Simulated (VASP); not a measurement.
# Co: electric field gradients with PBE

Crystal: Co.

```
Co
1.0
     0.00000    1.78546    1.78546
     1.78546    0.00000    1.78546
     1.78546    1.78546    0.00000
Co
1
Direct
  0.00000 0.00000 0.00000
```

This isn't the form of Co at room conditions, which is hcp.

```yaml
Program: VASP 6.6.1
Task: electric field gradients
Functional: PBE
Potentials_or_basis: VASP PAW PBE potentials, release 64 (Co)
Cutoff: 520 eV
k_mesh: 18 × 18 × 18
Occupations: fermi-dirac, width 0.05 eV
Spin: collinear spin, ferromagnetic start
Starting_moments: "[2.0] μB"
Dipole_correction: no
Further_INCAR_settings: ALGO = Normal; EDIFF = 1e-08; NBANDS = 14
```

- Pressure: -8.7 GPa
- Net moment: 1.66 μB per cell
- Site moments: Co +1.69 μB
- Largest electric field gradient by atom: zero within the noise of the run
- Valence electrons inside the program's atomic spheres: Co 8.18

Levels at points of the mesh, in eV from the Fermi level:
Spin up:
```tsv
k point	band 2	band 3	band 4	band 5	band 6	band 7	band 8	band 9
(0.00, 0.00, 0.00)	-2.67	-2.67	-2.67	-1.73	-1.73	22.62	26.60	26.60
(0.50, 0.00, 0.00)	-2.80	-2.80	-0.88	-0.88	-0.27	5.69	21.20	24.01
(0.50, 0.50, 0.00)	-4.47	-1.00	-0.63	-0.63	2.42	9.07	14.39	14.39
```
Spin down:
```csv
k point,band 2,band 3,band 4,band 5,band 6,band 7
"(0.00, 0.00, 0.00)",-1.08,-1.08,-1.08,0.30,0.30,22.28
"(0.50, 0.00, 0.00)",-1.07,-1.07,-0.33,1.05,1.05,6.70
"(0.50, 0.50, 0.00)",-3.18,1.11,1.21,1.21,2.41,9.97
```

Run time: 98 s on 1 thread of Intel Xeon 8259CL (shared host), peak memory 0.17 GiB.

Caveat: the cell stands under tension.
